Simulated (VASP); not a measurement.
## YPt4: single point with PBE

Crystal: YPt4.

```
Y Pt
1.0
     2.59780    0.00000    0.00000
    -1.29890    2.24976    0.00000
     0.00000    0.00000   10.30693
Y Pt
1 4
Direct
  0.00000 0.00000 0.50000
  0.33333 0.66667 0.72805
  0.66667 0.33333 0.90935
  0.33333 0.66667 0.09065
  0.66667 0.33333 0.27195
```

The cell was generated, and may not be a known phase.

```
Program             : VASP 6.6.1
Task                : single point
Functional          : PBE
Potentials or basis : VASP PAW PBE potentials, release 64 (Y_sv, Pt)
Cutoff              : 520 eV
k mesh              : 6 × 6 × 2
Occupations         : gaussian, width 0.1 eV
Spin                : no spin polarisation
```

The pressure is 178.6 GPa. The largest force is 8.613 eV/Å and the band gap on the k mesh is zero (an odd number of electrons rules out a gap without spin polarisation).

Forces in eV/Å, atoms in the order of the input:
```
Y    0.000  0.000  0.000
Pt   0.000  0.000 -8.613
Pt   0.000  0.000 -0.094
Pt   0.000  0.000  0.094
Pt   0.000  0.000  8.613
```

Stress tensor (GPa, compression positive):
```
160.64   0.00   0.00
  0.00 160.64   0.00
  0.00   0.00 214.62
```

Levels at points of the mesh, in eV from the Fermi level:
```csv
k point,band 23,band 24,band 25,band 26,band 27,band 28
"(0.00, 0.00, 0.00)",-2.24,-1.32,-0.93,-0.93,-0.63,-0.62
"(0.50, 0.00, 0.00)",-0.49,0.00,0.02,0.08,0.25,2.03
"(0.00, 0.00, 0.50)",-2.31,-2.31,-0.95,-0.82,-0.82,-0.49
"(0.50, 0.00, 0.50)",-0.44,0.05,0.07,0.39,1.51,1.79
```

Run time: 110 s on 1 thread of Oxide Virtual Turin-like Processor, with other jobs on the host, peak memory 0.16 GiB.

Caveat: the k points lie up to 0.47 Å⁻¹ apart, too coarse for converged energies and pressures of a metal; spin-orbit coupling is left out, which moves the levels of the heavy elements; forces of over 1 eV/Å act on the atoms, so gaps and moduli don't describe the material at rest.
